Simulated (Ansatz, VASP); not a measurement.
One calculation of K, two programs

```
K
1.0
    -2.63534    2.63534    2.63534
     2.63534   -2.63534    2.63534
     2.63534    2.63534   -2.63534
K
1
Direct
  0.00000 0.00000 0.00000
```

Change from the starting cell: volume scaled by 1.02, crystal datasets.

Alike in both runs: task electric field gradients; functional PBEsol; k mesh 10 × 10 × 10; occupations fermi-dirac, width 0.08 eV; no spin polarisation.

|  | VASP | Ansatz |
| --- | --- | --- |
| version | VASP 6.6.1 | Ansatz 0.2.0 |
| potentials or method | VASP PAW PBE potentials, release 64 (K_sv), cutoff 520 eV | all-electron PAW with datasets made for the crystal, scalar-relativistic |

|  | VASP | Ansatz | Ansatz less VASP |
| --- | --- | --- | --- |
| pressure (GPa) | -0.1 | -0.1 | +0.01 |

VASP's potentials were made for PBE, not for PBEsol. Ansatz ran all-electron here, and VASP with PAW potentials.
